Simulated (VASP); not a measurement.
Li7V2O8F2 (a cell with a defect), 19 atoms in the cell. The cell holds a defect, 19 atoms: a = 5.315 Å, b = 5.315 Å, c = 9.061 Å, α = 90.40°, β = 90.40°, γ = 109.86°. 

| Property | Result |
| --- | --- |
| Program | VASP 6.6.1 |
| Task | single point |
| Functional | LDA |
| Potentials or basis | VASP PAW LDA potentials, release 64 (Li_sv, V_sv, O, F) |
| Cutoff | 520 eV |
| k mesh | 2 × 2 × 1 |
| Occupations | fermi-dirac, width 0.05 eV |
| Spin | collinear spin, ferromagnetic start |
| Starting moments | [0.0, 0.0, 0.0, 0.0, 0.0, 0.0, 0.0, 1.5, 1.5, 0.0, 0.0, 0.0, 0.0, 0.0, 0.0, 0.0, 0.0, 0.0, 0.0] μB |
| Dipole correction | no |
| Charge | -1 |
| Further INCAR settings | LREAL = Auto; ALGO = Normal; EDIFF = 1e-07; NBANDS = 74; NELECT = 110.0 |

Potentials or basis: VASP PAW LDA potentials, release 64 (Li_sv, V_sv, O, F).

The run is started by

```console
$ cat potpaw_LDA.64/Li_sv/POTCAR potpaw_LDA.64/V_sv/POTCAR potpaw_LDA.64/O/POTCAR potpaw_LDA.64/F/POTCAR > POTCAR
$ mpirun -np 1 vasp_std > vasp.out
```

Hardware: 1 thread of Intel(R) Xeon(R) Platinum 8488C (Sapphire Rapids) (shared host).

Task: Estimate the wall time of this run.

Result: Wall time 4.9 min on 1 thread of Intel(R) Xeon(R) Platinum 8488C (Sapphire Rapids), with other jobs on the host, peak memory 0.32 GiB. Counts: scf iterations 22, k points 4.
